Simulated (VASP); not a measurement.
C: single point with PBEsol+D3(BJ)

Slab: C, a slab with vacuum.

```xyz
2
Lattice="2.4562 0.0000 0.0000 -1.2281 2.1271 0.0000 0.0000 0.0000 8.5238" Properties=species:S:1:pos:R:3 pbc="T T T"
C     0.0000    1.4181    0.0000
C     1.2281    0.7090    0.0000
```

```yaml
Program: VASP 6.6.1
Task: single point
Functional: PBEsol
Dispersion: D3(BJ)
Potentials_or_basis: VASP PAW PBE potentials, release 64 (C)
Cutoff: 600 eV
k_mesh: 6 × 6 × 2
Occupations: gaussian, width 0.1 eV
Spin: no spin polarisation
Dipole_correction: no
Further_INCAR_settings: ALGO = Normal; EDIFF = 1e-06; NBANDS = 11
```

```json
{
  "Band gap on the k mesh": "zero (filled and empty bands touch)",
  "Dispersion energy per atom": "-0.051 eV"
}
```

Levels at points of the mesh, in eV from the Fermi level:
```csv
k point,band 1,band 2,band 3,band 4,band 5,band 6,band 7,band 8,band 9
"(0.00, 0.00, 0.00)",-19.58,-7.73,-3.00,-3.00,3.10,5.47,7.02,8.36,8.36
"(0.50, 0.00, 0.00)",-14.25,-13.32,-6.44,-2.39,1.66,7.46,11.05,11.18,12.75
"(0.00, 0.00, 0.50)",-19.58,-7.73,-3.00,-3.00,3.82,3.90,8.36,8.36,9.08
"(0.50, 0.00, 0.50)",-14.25,-13.32,-6.44,-2.39,1.66,7.46,11.56,11.73,11.85
```

Run time: 10 s on 1 thread of AMD EPYC 7R43 64-Core Processor (Zen 3), on a shared host, peak memory 0.13 GiB.

Caveat: the k points lie up to 0.49 Å⁻¹ apart; three body term missing.
